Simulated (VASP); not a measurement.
The system is As3S2.

```xyz
5
Lattice="4.2326 0.0000 0.0000 -2.1163 3.6655 0.0000 0.0000 0.0000 6.5852" Properties=species:S:1:pos:R:3 pbc="T T T"
As    0.0000    0.0000    0.0000
As    0.0000    2.4437    4.2475
As    2.1163    1.2218    2.3378
S     0.0000    2.4437    1.6134
S     2.1163    1.2218    4.9719
```

| Quantity | Value |
| --- | --- |
| Program | VASP 6.6.1 |
| Task | relaxation of cell and atoms |
| Functional | PBE |
| Potentials or basis | VASP PAW PBE potentials, release 64 (As, S) |
| Cutoff | 600 eV |
| k mesh | 6 × 6 × 4 |
| Occupations | gaussian, width 0.1 eV |
| Spin | no spin polarisation |

At the start: pressure 2.9 GPa; volume 20.43 Å³/atom.

Question: How do energy, volume and symmetry change on relaxing?

Answer: Over 56 steps the energy falls by 737.3 meV/atom and the volume is 22.76 Å³/atom (+11.4 %); space group P-3m1 (No. 164, to 0.1 Å) before and after.

Step by step:
```tsv
step	energy change (eV)	largest force (eV/Å)	pressure (GPa)	volume (Å³)
1	0.0000	0.9606	2.88	102.17
3	-0.1779	0.6443	-2.44	110.20
5	-0.7444	0.3873	0.38	103.16
7	-0.7548	0.2162	1.23	102.31
9	-0.8782	0.5640	1.47	105.82
11	-0.9783	0.6145	-1.14	111.79
13	-1.0431	0.3952	0.91	108.39
15	-1.1051	0.2805	-1.38	110.57
17	-1.2033	0.6339	0.36	103.18
19	-1.4958	1.3135	1.74	97.15
21	-1.4883	1.4722	2.97	95.59
23	-1.5036	1.6986	4.73	94.07
25	-1.5613	1.8658	7.13	92.80
27	-1.7468	1.7323	6.56	93.79
29	-2.3218	1.0670	5.02	98.24
31	-2.3889	1.2730	4.86	101.09
33	-2.5070	0.9324	2.98	102.37
35	-2.6958	0.6385	-3.09	109.65
37	-3.1542	0.6341	-3.61	107.94
39	-3.1914	1.5726	-3.58	106.50
41	-3.3883	0.9854	0.11	101.57
43	-3.5069	0.3460	2.06	100.18
45	-3.5569	0.3894	1.89	102.05
47	-3.5856	0.4453	-0.54	105.45
49	-3.6469	0.3395	0.16	107.37
51	-3.6641	0.2677	0.54	109.09
53	-3.6840	0.0950	-0.58	115.24
55	-3.6863	0.0436	-0.02	114.00
56	-3.6864	0.0276	0.05	113.81
```

Final structure:
```
As S
1.0
     3.57745    0.00000    0.00000
    -1.78872    3.09816    0.00000
     0.00000    0.00000   10.26801
As S
3 2
Cartesian
  0.0000 0.0000 0.0000
  0.0000 2.0654 5.8289
  1.7887 1.0327 4.4391
  0.0000 2.0654 1.4514
  1.7887 1.0327 8.8166
```

Caveat: a cell axis changed by over 15 % at a fixed basis, so the end point is rough; this functional lacks dispersion, which binds layers or chains, so the pressure and a relaxed spacing across them are unreliable.
